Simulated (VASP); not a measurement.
The system is KAg.

```xyz
2
Lattice="3.9168 0.0000 0.0000 -1.9584 3.3920 0.0000 0.0000 0.0000 3.8202" Properties=species:S:1:pos:R:3 pbc="T T T"
K     0.0000    0.0000    0.0000
Ag    1.9584    1.1307    1.9101
```

```yaml
Program: VASP 6.6.1
Task: relaxation of cell and atoms
Functional: PBE
Potentials_or_basis: VASP PAW PBE potentials, release 64 (K_sv, Ag)
Cutoff: 600 eV
k_mesh: 6 × 6 × 4
Occupations: gaussian, width 0.1 eV
Spin: no spin polarisation
```

At the start: pressure 12.9 GPa; volume 25.38 Å³/atom.

Question: How do energy, volume and symmetry change on relaxing?

Answer: Over 12 steps the energy falls by 435.5 meV/atom and the volume is 42.90 Å³/atom (+69.0 %); space group P-6m2 (No. 187, to 0.05 Å).

Step by step:
```
step  energy change (eV)  largest force (eV/Å)  pressure (GPa)  volume (Å³)
   1              0.0000                0.0000           12.89        50.76
   2             -0.7296                0.0000            3.00        67.26
   3             -0.8309                0.0000            1.12        75.45
   4             -0.8213                0.0000           -0.81        93.76
   5             -0.8545                0.0000           -0.04        84.01
   6             -0.8549                0.0000            0.07        83.05
   7             -0.8547                0.0000            0.15        82.30
   8             -0.8589                0.0000            0.17        82.66
   9             -0.8676                0.0000            0.16        83.68
  10             -0.8662                0.0000            0.13        85.47
  11             -0.8703                0.0000            0.15        84.54
  12             -0.8710                0.0000            0.02        85.79
```

Final structure:
```yaml
crystal:
  lattice:
    - [4.72277, 0.00000, 0.00000]
    - [-2.36138, 4.09004, 0.00000]
    - [0.00000, 0.00000, 4.44155]
  atoms:
    - { symbol: K, position: [0.00000, 0.00000, 0.00000] }
    - { symbol: Ag, position: [0.66667, 0.33333, 0.50000] }
```

Caveat: the volume moved by over 15 % at a fixed basis, so the end points are rough.
